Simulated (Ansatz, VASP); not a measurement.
## Si: VASP beside Ansatz

```
CELL_PARAMETERS angstrom
0.00000 2.72273 2.72273
2.72273 0.00000 2.72273
2.72273 2.72273 0.00000
ATOMIC_POSITIONS crystal
Si 0.50000 0.50000 0.50000
Si 0.75000 0.75000 0.75000
```

Alike in both runs: functional r2SCAN; k mesh 6 × 6 × 6; occupations fermi-dirac, width 0.05 eV; no spin polarisation.

Ansatz relaxed the structure, and its values are those at the end. VASP's run is a single point on that final structure, the one shown.

|  | VASP | Ansatz |
| --- | --- | --- |
| version | VASP 6.6.1 | Ansatz 0.2.0 |
| potentials or method | VASP PAW PBE potentials, release 64 (Si), cutoff 520 eV | plane waves (500 eV) with PAW, scalar-relativistic |
| valence electrons in the cell | 8 | 8 |

```csv
,VASP,Ansatz,Ansatz less VASP
pressure (GPa),-0.2,0.0,+0.24
```

VASP's potentials were made for PBE, not for r2SCAN.
